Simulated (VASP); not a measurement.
# Fe (P6_3/mmc) in VASP: notebook, part 2 of 2

VASP 6.6.1. The steps go on from the part before.

## 3. Single point, PBE, collinear spin, ferromagnetic start

Input file INCAR:

```
SYSTEM = Fe
  PREC = Accurate
  ENCUT = 520
  EDIFF = 1E-6
  ISMEAR = -1
  SIGMA = 0.05
  LREAL = .False.
  LASPH = .True.
  NELM = 150
  ALGO = Normal
  ISIF = 2
  LWAVE = .False.
  LCHARG = .False.
  ISPIN = 2
  MAGMOM = 0.75 0.75
  LORBIT = 11
  NUPDOWN = 1.5
  LMAXMIX = 4
  GGA = PE
  NBANDS = 19
```

Input file KPOINTS:

```
regular mesh
0
Gamma
  10 10 6
  0 0 0
```

Input file POSCAR:

```
Fe
1.0
    2.4341575853      0.0000000000      0.0000000000
   -1.2170787927      2.1080423057      0.0000000000
    0.0000000000      0.0000000000      3.8419344700
Fe
2
Direct
    0.6666666667      0.3333333333      0.7500000000
    0.3333333333      0.6666666667      0.2500000000
```

Potentials or basis: VASP PAW PBE potentials, release 64 (Fe).

Run with:

```console
cat potpaw_PBE.64/Fe/POTCAR > POTCAR
mpirun -np 1 vasp_std > vasp.out
```

OUTCAR:

```text
SYSTEM = Fe
   PREC = Accurate
   ENCUT = 520
   EDIFF = 1E-6
   ISMEAR = -1
   LREAL = .False.
   LASPH = .True.
   NELM = 150
   ISIF = 2
   ISPIN = 2
   LORBIT = 11
   NUPDOWN = 1.5
   GGA = PE

 ion  position               nearest neighbor table
   1  0.667  0.333  0.750-   2 2.38   2 2.38   2 2.38   2 2.38   2 2.38   2 2.38
   2  0.333  0.667  0.250-   1 2.38   1 2.38   1 2.38   1 2.38   1 2.38   1 2.38

  LATTYP: Found a hexagonal cell.
 ALAT       =     2.4341575853
 C/A-ratio  =     1.5783425417

  Lattice vectors:

 A1 = (   2.4341575853,   0.0000000000,   0.0000000000)
 A2 = (  -1.2170787927,   2.1080423057,   0.0000000000)
[... 1272 lines left out ...]

 VOLUME and BASIS-vectors are now :
 -----------------------------------------------------------------------------
  energy-cutoff  :      520.00
  volume of cell :       19.71
      direct lattice vectors                 reciprocal lattice vectors
     2.434157585  0.000000000  0.000000000     0.410819746  0.237186891  0.000000000
    -1.217078793  2.108042306  0.000000000     0.000000000  0.474373781  0.000000000
     0.000000000  0.000000000  3.841934470     0.000000000  0.000000000  0.260285543

 POSITION                                       TOTAL-FORCE (eV/Angst)
 -----------------------------------------------------------------------------------
      1.21708      0.70268      2.88145         0.000000     -0.000000      0.000000
     -0.00000      1.40536      0.96048         0.000000      0.000000      0.000000
 -----------------------------------------------------------------------------------
    total drift:                                0.000000     -0.000000     -0.000000

  FREE ENERGIE OF THE ION-ELECTRON SYSTEM (eV)
  ---------------------------------------------------
  free  energy   TOTEN  =       -16.1397576623 eV

  energy  without entropy=      -16.1112596710  energy(sigma->0) =      -16.12550867

 total charge

# of ion       s       p       d       tot
------------------------------------------
    1        0.555   0.669   6.378   7.602
    2        0.555   0.669   6.378   7.602
--------------------------------------------------
tot          1.110   1.338  12.756  15.205

 magnetization (x)

# of ion       s       p       d       tot
------------------------------------------
    1       -0.006  -0.006   0.748   0.735
    2       -0.006  -0.006   0.748   0.735
--------------------------------------------------
tot         -0.013  -0.012   1.495   1.471
```

OSZICAR:

```text
N       E                     dE             d eps       ncg     rms          rms(c)
DAV:   1     0.764005889643E+02    0.76401E+02   -0.67946E+03  4496   0.110E+03
DAV:   2    -0.154243330343E+02   -0.91825E+02   -0.80741E+02  4298   0.208E+02
DAV:   3    -0.190378410134E+02   -0.36135E+01   -0.34396E+01  4752   0.517E+01
DAV:   4    -0.190651568179E+02   -0.27316E-01   -0.27299E-01  4718   0.427E+00
DAV:   5    -0.190654231513E+02   -0.26633E-03   -0.26633E-03  4837   0.394E-01    0.181E+01
DAV:   6    -0.163347182541E+02    0.27307E+01   -0.64394E+00  4596   0.567E+01    0.298E+00
DAV:   7    -0.161796619717E+02    0.15506E+00   -0.54479E-01  4855   0.137E+01    0.205E+00
DAV:   8    -0.161569261089E+02    0.22736E-01   -0.53017E-03  5789   0.822E-01    0.852E-01
DAV:   9    -0.161430825425E+02    0.13844E-01   -0.70623E-04  6715   0.406E-01    0.328E-01
DAV:  10    -0.161397386594E+02    0.33439E-02   -0.56793E-04  5679   0.221E-01    0.439E-02
DAV:  11    -0.161397610368E+02   -0.22377E-04   -0.37443E-05  4799   0.577E-02    0.262E-02
DAV:  12    -0.161397581073E+02    0.29294E-05   -0.14822E-06  4378   0.133E-02    0.306E-03
DAV:  13    -0.161397576623E+02    0.44503E-06   -0.14082E-07  2439   0.475E-03
   1 F= -.16139758E+02 E0= -.16125509E+02  d E =-.284980E-01  mag=     1.5000
```

stdout:

```text
POSCAR found type information on POSCAR Fe
 POSCAR found :  1 types and       2 ions
 scaLAPACK will be used
 LDA part: xc-table for (Slater+PW92), standard interpolation
 POSCAR, INCAR and KPOINTS ok, starting setup
 FFT: planning ... GRIDC
 FFT: planning ... GRID_SOFT
 FFT: planning ... GRID
 WAVECAR not read
 entering main loop
```

It took 17 s on 1 thread of Intel Xeon 6975P-C (Granite Rapids), shared host; peak memory 0.15 GiB.

Results:

| Property | Result |
| --- | --- |
| Free energy | -16.1398 eV |
| Pressure | 15.5 GPa |
| Net moment | 1.50 μB per cell |
| Site moments | Fe +0.73 μB |
| Valence electrons inside the program's atomic spheres | Fe 7.60 |

Stress tensor (GPa, compression positive):
```
13.71  0.00  0.00
 0.00 13.71  0.00
 0.00  0.00 19.00
```

Caveat: the total moment is fixed, so each spin has its own Fermi level.

## 4. Single point, PBE, collinear spin, ferromagnetic start

Input file INCAR:

```
SYSTEM = Fe
PREC = Accurate ; ENCUT = 520
EDIFF = 1E-6 ; ISMEAR = -1
SIGMA = 0.05 ; LREAL = .False.
LASPH = .True. ; NELM = 150
ALGO = Normal ; ISIF = 2
LWAVE = .False. ; LCHARG = .True.
ISPIN = 2 ; MAGMOM = 1.5 1.5
LORBIT = 11 ; NUPDOWN = 3.0
LMAXMIX = 4 ; GGA = PE
LELF = .True. ; LVHAR = .True.
NBANDS = 19
```

KPOINTS is that of step 3.

POSCAR is that of step 3.

Potentials or basis: VASP PAW PBE potentials, release 64 (Fe).

Run with:

```console
cat potpaw_PBE.64/Fe/POTCAR > POTCAR
mpirun -np 1 vasp_std > vasp.out
```

OUTCAR:

```text
SYSTEM = Fe
   PREC = Accurate
   ENCUT = 520
   EDIFF = 1E-6
   ISMEAR = -1
   LREAL = .False.
   LASPH = .True.
   NELM = 150
   ISIF = 2
   ISPIN = 2
   LORBIT = 11
   NUPDOWN = 3.0
   GGA = PE

 ion  position               nearest neighbor table
   1  0.667  0.333  0.750-   2 2.38   2 2.38   2 2.38   2 2.38   2 2.38   2 2.38
   2  0.333  0.667  0.250-   1 2.38   1 2.38   1 2.38   1 2.38   1 2.38   1 2.38

  LATTYP: Found a hexagonal cell.
 ALAT       =     2.4341575853
 C/A-ratio  =     1.5783425417

  Lattice vectors:

 A1 = (   2.4341575853,   0.0000000000,   0.0000000000)
 A2 = (  -1.2170787927,   2.1080423057,   0.0000000000)
[... 1272 lines left out ...]

 VOLUME and BASIS-vectors are now :
 -----------------------------------------------------------------------------
  energy-cutoff  :      520.00
  volume of cell :       19.71
      direct lattice vectors                 reciprocal lattice vectors
     2.434157585  0.000000000  0.000000000     0.410819746  0.237186891  0.000000000
    -1.217078793  2.108042306  0.000000000     0.000000000  0.474373781  0.000000000
     0.000000000  0.000000000  3.841934470     0.000000000  0.000000000  0.260285543

 POSITION                                       TOTAL-FORCE (eV/Angst)
 -----------------------------------------------------------------------------------
      1.21708      0.70268      2.88145         0.000000      0.000000      0.000000
     -0.00000      1.40536      0.96048        -0.000000     -0.000000      0.000000
 -----------------------------------------------------------------------------------
    total drift:                                0.000000     -0.000000     -0.000000

  FREE ENERGIE OF THE ION-ELECTRON SYSTEM (eV)
  ---------------------------------------------------
  free  energy   TOTEN  =       -15.7978656804 eV

  energy  without entropy=      -15.7564869590  energy(sigma->0) =      -15.77717632

 total charge

# of ion       s       p       d       tot
------------------------------------------
    1        0.559   0.663   6.388   7.610
    2        0.559   0.663   6.388   7.610
--------------------------------------------------
tot          1.118   1.327  12.775  15.220

 magnetization (x)

# of ion       s       p       d       tot
------------------------------------------
    1       -0.012  -0.009   1.494   1.472
    2       -0.012  -0.009   1.494   1.472
--------------------------------------------------
tot         -0.025  -0.019   2.987   2.944
```

stdout:

```text
POSCAR found type information on POSCAR Fe
 POSCAR found :  1 types and       2 ions
 scaLAPACK will be used
 LDA part: xc-table for (Slater+PW92), standard interpolation
 POSCAR, INCAR and KPOINTS ok, starting setup
 FFT: planning ... GRIDC
 FFT: planning ... GRID_SOFT
 FFT: planning ... GRID
 WAVECAR not read
 entering main loop
```

It took 19 s on 1 thread of Intel Xeon 6975P-C (Granite Rapids), shared host; peak memory 0.15 GiB.

What came out:

* Free energy: -15.7979 eV
* Pressure: 30.1 GPa
* Net moment: 3.00 μB per cell
* Site moments: Fe +1.47 μB
* Valence electrons inside the program's atomic spheres: Fe 7.61

Stress tensor (GPa, compression positive):
```
26.07  0.00  0.00
 0.00 26.07  0.00
 0.00  0.00 38.07
```

Caveat: the total moment is fixed, so each spin has its own Fermi level.

## 5. Overview

```tsv
spin	fixed moment (μB)	pressure (GPa)	moment (μB)
collinear, zero start	0.0	10.2	0.00
collinear, ferromagnetic start	1.5	15.5	1.50
collinear, ferromagnetic start	3.0	30.1	3.00
```

Alike in all rows: task single point; level PBE; potentials or basis VASP PAW PBE potentials, release 64 (Fe); cell as given; k mesh 10 × 10 × 6; cutoff (eV) 520; smearing fermi-dirac 0.05 eV.

Caveats: the total moment is fixed, so each spin has its own Fermi level.

Total energies depend on the potentials used, so only differences within one code and one set of settings carry meaning.
